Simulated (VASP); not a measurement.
# GaP (I-4m2) in VASP: notebook

GaP is run at these levels: LDA; tasks: single point.

Everything below comes from runs of VASP 6.6.1. Logs are shortened: lines on timing, memory, paths and dates and some standing lists are left out, and cuts for length are marked.

**1. The cell of the first run**

The structure is tetragonal, space group I-4m2 (No. 119). Conventional cell: a = 3.793 Å, b = 3.793 Å, c = 5.408 Å, α = 90.00°, β = 90.00°, γ = 90.00°. Within 3.1 Å of Ga (site symmetry -4m2) lie 4 P at 2.33 Å. P (site symmetry -4m2) has 4 Ga at 2.33 Å within 3.1 Å.

**2. Single point, LDA (in-plane strain -0.005)**

File INCAR:

```
ALGO = Normal
EDIFF = 1E-7
ENCUT = 520
GGA = CA
ISIF = 2
ISMEAR = 0
LASPH = True
LCHARG = True
LELF = True
LREAL = False
LVHAR = True
LWAVE = False
NBANDS = 16
NELM = 80
PREC = Accurate
SIGMA = 0.01
```

File KPOINTS:

```
k-points
0
Gamma
  8 8 8
```

File POSCAR:

```
GaP
1.0
    2.6822086248      2.6822086248      0.0000000000
   -2.6822086248      2.6822086248      0.0000000000
    0.0000000000      2.6822086248      2.7037741212
Ga P
1 1
Direct
    0.0000000000      0.0000000000      0.0000000000
    0.7500000000      0.2500000000      0.5000000000
```

Potentials or basis: VASP PAW LDA potentials, release 64 (Ga_d, P).

The run is started by

```bash
$ cat potpaw_LDA.64/Ga_d/POTCAR potpaw_LDA.64/P/POTCAR > POTCAR
$ mpirun -np 1 vasp_std > vasp.out
```

OUTCAR:

```text
EDIFF = 1E-7
   ENCUT = 520
   GGA = CA
   ISIF = 2
   ISMEAR = 0
   LASPH = True
   LREAL = False
   NELM = 80
   PREC = Accurate

 ion  position               nearest neighbor table
   1  0.000  0.000  0.000-   2 2.33   2 2.33   2 2.33   2 2.33
   2  0.750  0.250  0.500-   1 2.33   1 2.33   1 2.33   1 2.33

  LATTYP: Found a body centered tetragonal cell.
 ALAT       =     3.7932158143
 C/A-ratio  =     1.4255841236

  Lattice vectors:

 A1 = (   2.6822086248,   0.0000000000,  -2.7037741212)
 A2 = (  -2.6822086248,   0.0000000000,  -2.7037741212)
 A3 = (   0.0000000000,   2.6822086248,   2.7037741212)

Analysis of symmetry for initial positions (statically):
=====================================================================
 Subroutine PRICEL returns:
 Original cell was already a primitive cell.

 Routine SETGRP: Setting up the symmetry group for a
 body centered tetragonal supercell.

 Subroutine GETGRP returns: Found  8 space group operations
 (whereof  8 operations were pure point group operations)
 out of a pool of 16 trial point group operations.

The static configuration has the point symmetry D_2d.

Analysis of symmetry for dynamics (positions and initial velocities):
=====================================================================
 Subroutine PRICEL returns:
 Original cell was already a primitive cell.

 Routine SETGRP: Setting up the symmetry group for a
 body centered tetragonal supercell.

 Subroutine GETGRP returns: Found  8 space group operations
 (whereof  8 operations were pure point group operations)
 out of a pool of 16 trial point group operations.

The dynamic configuration has the point symmetry D_2d.

 Subroutine INISYM returns: Found  8 space group operations
 (whereof  8 operations are pure point group operations),
 and found     1 'primitive' translations

----------------------------------------------------------------------------------------

                                     Primitive cell

  volume of cell :      38.9032

  direct lattice vectors                    reciprocal lattice vectors
     2.682208625  2.682208625  0.000000000     0.186413538  0.186413538 -0.184926690
    -2.682208625  2.682208625  0.000000000    -0.186413538  0.186413538 -0.184926690
     0.000000000  2.682208625  2.703774121     0.000000000  0.000000000  0.369853381

  length of vectors
     3.793215814  3.793215814  3.808495452     0.322021576  0.322021576  0.369853381

  position of ions in fractional coordinates (direct lattice)
     0.000000000  0.000000000  0.000000000
     0.750000000  0.250000000  0.500000000

  ion indices of the primitive-cell ions
   primitive index   ion index
                 1           1
                 2           2

----------------------------------------------------------------------------------------

 KPOINTS: k-points

Automatic generation of k-mesh.
 Grid dimensions read from file:
 generate k-points for:    8    8    8

 Generating k-lattice:

  Cartesian coordinates                     Fractional coordinates (reciprocal lattice)
     0.023301692  0.023301692 -0.023115836     0.125000000  0.000000000  0.000000000
    -0.023301692  0.023301692 -0.023115836     0.000000000  0.125000000  0.000000000
     0.000000000  0.000000000  0.046231673     0.000000000  0.000000000  0.125000000

  Length of vectors
     0.040252697  0.040252697  0.046231673

  Shift w.r.t. Gamma in fractional coordinates (k-lattice)
     0.000000000  0.000000000  0.000000000

 Subroutine IBZKPT returns following result:
 ===========================================

 Found     59 irreducible k-points:

 Following reciprocal coordinates:
            Coordinates               Weight
  0.000000  0.000000  0.000000      1.000000
  0.125000  0.000000 -0.000000      8.000000
  0.250000  0.000000 -0.000000      8.000000
  0.375000  0.000000 -0.000000      8.000000
  0.500000  0.000000 -0.000000      4.000000
  0.125000  0.125000 -0.000000      8.000000
[... 16 lines left out ...]
  0.250000  0.000000  0.125000      4.000000
  0.375000  0.000000  0.125000      8.000000
 [... further k-points ...]
   k-points           NKPTS =     59   k-points in BZ     NKDIM =     59   number of bands    NBANDS=     16
   number of dos      NEDOS =    301   number of ions     NIONS =      2
   total plane-waves  NPLWV =  21952
   dimension x,y,z NGX =    28 NGY =   28 NGZ =   28
   dimension x,y,z NGXF=    56 NGYF=   56 NGZF=   56
   ions per type =               1   1
   NGX,Y,Z   is equivalent  to a cutoff of  12.27, 12.27, 12.22 a.u.
   NGXF,Y,Z  is equivalent  to a cutoff of  24.54, 24.54, 24.44 a.u.
 SYSTEM =  unknown system
   PREC   = accura    normal or accurate (medium, high low for compatibility)
   ISTART =      0    job   : 0-new  1-cont  2-samecut
   ICHARG =      2    charge: 1-file 2-atom 10-const
   ISPIN  =      1    spin polarized calculation?
   LNONCOLLINEAR =      F non collinear calculations
   LSORBIT =      F    spin-orbit coupling
   LASPH  =      T    aspherical Exc in radial PAW
   ENCUT  =  520.0 eV  38.22 Ry    6.18 a.u.   7.05  7.05  7.08*2*pi/ulx,y,z
   NELM   =     80;   NELMIN=  2; NELMDL= -5     # of ELM steps
   EDIFF  = 0.1E-06   stopping-criterion for ELM
   LREAL  =      F    real-space projection
   EDIFFG = 0.1E-05   stopping-criterion for IOM
   NSW    =      0    number of steps for IOM
   IBRION =     -1    ionic relax: 0-MD 1-quasi-New 2-CG
   NFREE  =      0    steps in history (QN), initial steepest desc. (CG)
   ISIF   =      2    stress and relaxation
   ISYM   =      2    0-nonsym 1-usesym 2-fastsym
   POTIM  = 0.5000    time-step for ionic-motion
   TEBEG  =    0.0;   TEEND  =   0.0 temperature during run
   PSTRESS=    0.0 pullay stress
   NELECT =      18.0000    total number of electrons
   NUPDOWN=      -1.0000    fix difference up-down
   EMIN   =  10.00;   EMAX   =-10.00  energy-range for DOS
   EFERMI =   0.00;   METHOD = LEGACY
   ISMEAR =     0;   SIGMA  =   0.01  broadening in eV -4-tet -1-fermi 0-gaus
   EFERMI_NEDOS =   21; number of points for ismear=-14 and -15
   IALGO  =     38    algorithm
   IMIX   =      4    mixing-type and parameters
     AMIX     =   0.40;   BMIX     =  1.00
     AMIX_MAG =   1.60;   BMIX_MAG =  1.00
  volume/ion in A,a.u.               =      19.45       131.27
  Fermi-wavevector in a.u.,A,eV,Ry     =   1.266204  2.392779 21.813862  1.603274
  Thomas-Fermi vector in A             =   2.399417
   LORBIT       =      0    0 simple, 1 ext, 2 COOP (PROOUT), +10 PAW based schemes
   GGA     = CA    functional components
   LHFCALC =     F    Hartree Fock is set to
   AEXX    =    0.0000 exact exchange contribution
   IVDW    =     0    specifies the selected vdW correction
   LEPSILON=     F    determine dielectric tensor
   LRPA    =     F    only Hartree local field effects (RPA)
 non-spin polarized calculation
 Gauss-broadening in eV      SIGMA  =   0.01
  energy-cutoff  :      520.00
  volume of cell :       38.90
 maximum number of plane-waves:      1059
   NGX = 15   NGY = 15   NGZ = 15

 number of electron      17.9999993 magnetization

 Free energy of the ion-electron system (eV)
  ---------------------------------------------------
  ext. energy  EPLUGINS =         0.00000000
  ---------------------------------------------------
  free energy    TOTEN  =       -10.44958805 eV

  energy without entropy =      -10.44958805  energy(sigma->0) =      -10.44958805

 E-fermi :   5.0275     XC(G=0): -10.3423

 val. band max:        4.9394117009   @ k =   0.0000   0.0000   0.0000
 cond. band min:       6.3192157854   @ k =   0.5000   0.5000  -0.0000
 fundamental gap:      1.3798040845
 Fermi energy:         5.0275065236

 k-point     1 :       0.0000    0.0000    0.0000
  band No.  band energies     occupation
      1      -9.8582      2.00000
      2      -9.8559      2.00000
      3      -9.8559      2.00000
      4      -9.7464      2.00000
      5      -9.7457      2.00000
      6      -7.8916      2.00000
[... 8 lines left out ...]
     15      14.7010      0.00000
     16      14.8528      0.00000

 k-point     2 :       0.1250    0.0000   -0.0000
  band No.  band energies     occupation
      1      -9.8718      2.00000
      2      -9.8521      2.00000
      3      -9.8506      2.00000
      4      -9.7465      2.00000
      5      -9.7457      2.00000
      6      -7.6786      2.00000
[... 8 lines left out ...]
     15      14.1479      0.00000
     16      14.5358      0.00000

 k-point     3 :       0.2500    0.0000   -0.0000
  band No.  band energies     occupation
      1      -9.9046      2.00000
      2      -9.8409      2.00000
      3      -9.8394      2.00000
      4      -9.7454      2.00000
      5      -9.7440      2.00000
      6      -7.0727      2.00000
[... 8 lines left out ...]
     15      13.9118      0.00000
     16      14.7117      0.00000

 k-point     4 :       0.3750    0.0000   -0.0000
  band No.  band energies     occupation
      1      -9.9339      2.00000
      2      -9.8324      2.00000
      3      -9.8310      2.00000
      4      -9.7414      2.00000
      5      -9.7394      2.00000
      6      -6.2156      2.00000
[... 8 lines left out ...]
     15      15.1261      0.00000
     16      15.1672      0.00000
[... 324 lines left out ...]
 k-point    22 :       0.0000    0.0000    0.1250
  band No.  band energies     occupation
      1      -9.8825      2.00000
      2      -9.8457      2.00000
      3      -9.8457      2.00000
      4      -9.7502      2.00000
      5      -9.7429      2.00000
      6      -7.6108      2.00000
[... 8 lines left out ...]
     15      14.9030      0.00000
     16      15.0987      0.00000

 k-point    23 :       0.2500    0.0000    0.1250
  band No.  band energies     occupation
      1      -9.8925      2.00000
      2      -9.8446      2.00000
      3      -9.8420      2.00000
      4      -9.7500      2.00000
      5      -9.7425      2.00000
      6      -7.3316      2.00000
[... 8 lines left out ...]
     15      14.4089      0.00000
     16      15.7105      0.00000

 k-point    24 :       0.3750    0.0000    0.1250
  band No.  band energies     occupation
      1      -9.9210      2.00000
      2      -9.8325      2.00000
      3      -9.8323      2.00000
      4      -9.7496      2.00000
      5      -9.7401      2.00000
      6      -6.6270      2.00000
[... 8 lines left out ...]
     15      15.4764      0.00000
     16      16.2173      0.00000

 [... further k-points ...]

------------------------ aborting loop because EDIFF is reached ----------------------------------------

  FORCE on cell =-STRESS in cart. coord.  units (eV):
  Direction    XX          YY          ZZ          XY          YZ          ZX
  --------------------------------------------------------------------------------------
  -------------------------------------------------------------------------------------
  Total        0.2364193      0.2364193      0.0816744      0.0000000      0.0000000      0.0000000
  in kB        9.7366167      9.7366167      3.3636538      0.0000000      0.0000000      0.0000000
  external PRESSURE =       7.6122957 kB  Pullay stress =       0.0000000 kB

 VOLUME and BASIS-vectors are now :
 -----------------------------------------------------------------------------
  energy-cutoff  :      520.00
  volume of cell :       38.90
      direct lattice vectors                 reciprocal lattice vectors
     2.682208625  2.682208625  0.000000000     0.186413538  0.186413538 -0.184926690
    -2.682208625  2.682208625  0.000000000    -0.186413538  0.186413538 -0.184926690
     0.000000000  2.682208625  2.703774121     0.000000000  0.000000000  0.369853381

 POSITION                                       TOTAL-FORCE (eV/Angst)
 -----------------------------------------------------------------------------------
      0.00000      0.00000      0.00000         0.000000     -0.000000      0.000000
      1.34110      4.02331      1.35189        -0.000000      0.000000      0.000000
 -----------------------------------------------------------------------------------
    total drift:                                0.000000      0.000000     -0.000000

  FREE ENERGIE OF THE ION-ELECTRON SYSTEM (eV)
  ---------------------------------------------------
  free  energy   TOTEN  =       -10.4495880543 eV

  energy  without entropy=      -10.4495880543  energy(sigma->0) =      -10.44958805
```

Run time: 42 s. Hardware: 1 thread of AMD EPYC 7R43 (Zen 3), shared host; peak memory 0.13 GiB.

Results:

```yaml
Free_energy: -10.4496 eV
Pressure: 0.8 GPa
Band_gap_on_the_k_mesh: 1.38 eV, indirect (least direct gap 1.95 eV)
```

Levels at points of the mesh, in eV from the valence-band top:
```
           k point  band 6  band 7  band 8  band 9  band 10  band 11  band 12  band 13
(0.00, 0.00, 0.00)  -12.83   -0.05    0.00    0.00     1.95     3.76     3.76     3.78
(0.50, 0.00, 0.00)  -10.61   -6.96   -1.24   -1.17     1.62     4.57     4.64     8.10
(0.50, 0.50, 0.00)   -9.63   -7.03   -2.89   -2.88     1.38     1.60    10.73    10.73
(0.00, 0.00, 0.50)   -9.67   -7.08   -2.83   -2.83     1.44     1.68    10.74    10.74
```

Caveat: the cell differs from its parent crystal (in-plane strain -0.005). A k mesh can miss the band edges.

**3. Single point, LDA (film at in-plane strain -0.005)**

File INCAR:

```
ALGO = Normal ; EDIFF = 1E-6
ENCUT = 520 ; ISIF = 2
ISMEAR = 0 ; LASPH = T
LCHARG = T ; LELF = T
LREAL = F ; LVHAR = T
LWAVE = F ; NBANDS = 16
NELM = 60 ; PREC = Accurate
SIGMA = 0.01
```

KPOINTS is that of step 2.

POSCAR: that of step 2 with these lines changed.

```diff
@@ -4,3 +4,3 @@
    -2.6822086248      2.6822086248      0.0000000000
-    0.0000000000      2.6822086248      2.7037741212
+    0.0000000000      2.6822086248      2.7067116342
 Ga P
```

Potentials or basis: VASP PAW LDA potentials, release 64 (Ga_d, P).

The run is started by

```bash
$ cat potpaw_LDA.64/Ga_d/POTCAR potpaw_LDA.64/P/POTCAR > POTCAR
$ mpirun -np 1 vasp_std > vasp.out
```

Wall time 35 s (1 thread of AMD EPYC 7R43 (Zen 3), shared host); peak memory 0.12 GiB.

The run converged. Its results:

```yaml
Free_energy: -10.4497 eV
Pressure: 0.6 GPa
Band_gap_on_the_k_mesh: 1.38 eV, indirect (least direct gap 1.94 eV)
```

Stress tensor (GPa, compression positive):
```
0.86 0.00 0.00
0.00 0.86 0.00
0.00 0.00 0.13
```

Levels at points of the mesh, in eV from the valence-band top:
```tsv
k point	band 5	band 6	band 7	band 8	band 9	band 10	band 11	band 12	band 13	band 14
(0.00, 0.00, 0.00)	-14.68	-12.82	-0.05	0.00	0.00	1.94	3.76	3.76	3.78	8.65
(0.50, 0.00, 0.00)	-14.68	-10.61	-6.95	-1.24	-1.17	1.62	4.57	4.64	8.10	10.91
(0.50, 0.50, 0.00)	-14.66	-9.62	-7.02	-2.89	-2.88	1.38	1.60	10.72	10.72	11.33
(0.00, 0.00, 0.50)	-14.66	-9.67	-7.08	-2.82	-2.82	1.44	1.69	10.73	10.73	11.25
```

Caveat: the cell differs from its parent crystal (film at in-plane strain -0.005).

**4. Single point, LDA (in-plane strain +0.005, then relaxed in part)**

File INCAR:

```
SYSTEM = GaP
ALGO = Normal
EDIFF = 1E-6
ENCUT = 520
GGA = CA
ISIF = 2
ISMEAR = 0
LASPH = .True.
LCHARG = .False.
LREAL = .False.
LWAVE = .False.
NBANDS = 16
NELM = 80
PREC = Accurate
SIGMA = 0.01
```

File KPOINTS:

```
k-points
0
Gamma
  8 8 8
  0 0 0
```

File POSCAR:

```
GaP
1.0
    2.7091654954      2.7091654954      0.0000000000
   -2.7091654954      2.7091654954      0.0000000000
    0.0000000000      2.7091654954      2.6843525496
Ga P
1 1
Direct
    0.0000000000      0.0000000000      0.0000000000
    0.7500000000      0.2500000000      0.5000000000
```

The run is started by

```bash
$ cat potpaw_LDA.64/Ga_d/POTCAR potpaw_LDA.64/P/POTCAR > POTCAR
$ mpirun -np 1 vasp_std > vasp.out
```

Run time: 36 s. Hardware: 1 thread of AMD EPYC 7R43 (Zen 3), shared host; peak memory 0.12 GiB.

Results (log left out):

```
Free energy            : -10.4501 eV
Pressure               : -0.4 GPa
Band gap on the k mesh : 1.36 eV, indirect (least direct gap 1.83 eV)
```

Stress tensor (GPa, compression positive):
```
-0.68  0.00  0.00
 0.00 -0.68  0.00
 0.00  0.00  0.03
```

Levels at points of the mesh, in eV from the valence-band top:
```
           k point  band 5  band 6  band 7  band 8  band 9  band 10  band 11  band 12  band 13  band 14
(0.00, 0.00, 0.00)  -14.68  -12.75   -0.05   -0.05    0.00     1.83     3.74     3.76     3.76     8.58
(0.50, 0.00, 0.00)  -14.67  -10.58   -6.90   -1.24   -1.17     1.56     4.55     4.63     8.06    10.80
(0.50, 0.50, 0.00)  -14.66   -9.63   -7.02   -2.82   -2.81     1.43     1.65    10.62    10.62    11.15
(0.00, 0.00, 0.50)  -14.66   -9.59   -6.96   -2.88   -2.88     1.36     1.56    10.62    10.62    11.23
```

Caveat: the cell differs from its parent crystal (in-plane strain +0.005, then relaxed in part). A k mesh can miss the band edges.

**5. Single point, LDA (in-plane strain +0.005)**

File INCAR:

```
PREC = Accurate
ENCUT = 520
EDIFF = 1E-6
ISMEAR = 0
SIGMA = 0.01
LREAL = False
LASPH = True
NELM = 60
ALGO = Normal
ISIF = 2
LWAVE = False
LCHARG = True
LELF = True
LVHAR = True
NBANDS = 16
```

File KPOINTS:

```
regular mesh
0
Gamma
  8 8 8
```

POSCAR: that of step 4 with these lines changed.

```diff
@@ -4,3 +4,3 @@
    -2.7091654954      2.7091654954      0.0000000000
-    0.0000000000      2.7091654954      2.6843525496
+    0.0000000000      2.7091654954      2.6875999989
 Ga P
```

The run is started by

```bash
$ cat potpaw_LDA.64/Ga_d/POTCAR potpaw_LDA.64/P/POTCAR > POTCAR
$ mpirun -np 1 vasp_std > vasp.out
```

Wall time 34 s (1 thread of AMD EPYC 7R43 (Zen 3), shared host); peak memory 0.13 GiB.

The run converged. Its results:

* Free energy: -10.4501 eV
* Pressure: -0.5 GPa
* Band gap on the k mesh: 1.37 eV, indirect (least direct gap 1.82 eV)

Stress tensor (GPa, compression positive):
```
-0.75  0.00  0.00
 0.00 -0.75  0.00
 0.00  0.00 -0.14
```

Levels at points of the mesh, in eV from the valence-band top:
| k point | band 5 | band 6 | band 7 | band 8 | band 9 | band 10 | band 11 | band 12 | band 13 | band 14 |
| --- | --- | --- | --- | --- | --- | --- | --- | --- | --- | --- |
| (0.00, 0.00, 0.00) | -14.68 | -12.74 | -0.05 | -0.05 | 0.00 | 1.82 | 3.74 | 3.76 | 3.76 | 8.58 |
| (0.50, 0.00, 0.00) | -14.67 | -10.57 | -6.89 | -1.23 | -1.16 | 1.56 | 4.56 | 4.63 | 8.07 | 10.80 |
| (0.50, 0.50, 0.00) | -14.65 | -9.62 | -7.01 | -2.81 | -2.81 | 1.43 | 1.65 | 10.62 | 10.62 | 11.15 |
| (0.00, 0.00, 0.50) | -14.65 | -9.59 | -6.96 | -2.87 | -2.87 | 1.38 | 1.58 | 10.62 | 10.62 | 11.22 |

Caveat: the cell differs from its parent crystal (in-plane strain +0.005).

**6. Overview**

| cell | gap on the mesh (eV) | pressure (GPa) |
| --- | --- | --- |
| a = 3.793, b = 3.793, c = 3.808 Å, angles 60.1, 60.1, 90.0°, 2 atoms | 1.38 | 0.8 |
| a = 3.793, b = 3.793, c = 3.811 Å, angles 60.2, 60.2, 90.0°, 2 atoms | 1.38 | 0.6 |
| a = 3.831, b = 3.831, c = 3.814 Å, angles 59.8, 59.8, 90.0°, 2 atoms | 1.36 | -0.4 |
| a = 3.831, b = 3.831, c = 3.816 Å, angles 59.9, 59.9, 90.0°, 2 atoms | 1.37 | -0.5 |

Alike in all rows: task single point; level LDA; potentials or basis VASP PAW LDA potentials, release 64 (Ga_d, P); no spin polarisation; k mesh 8 × 8 × 8; cutoff (eV) 520; smearing gaussian 0.01 eV.

Absolute energies hang on the potentials; compare differences alone.
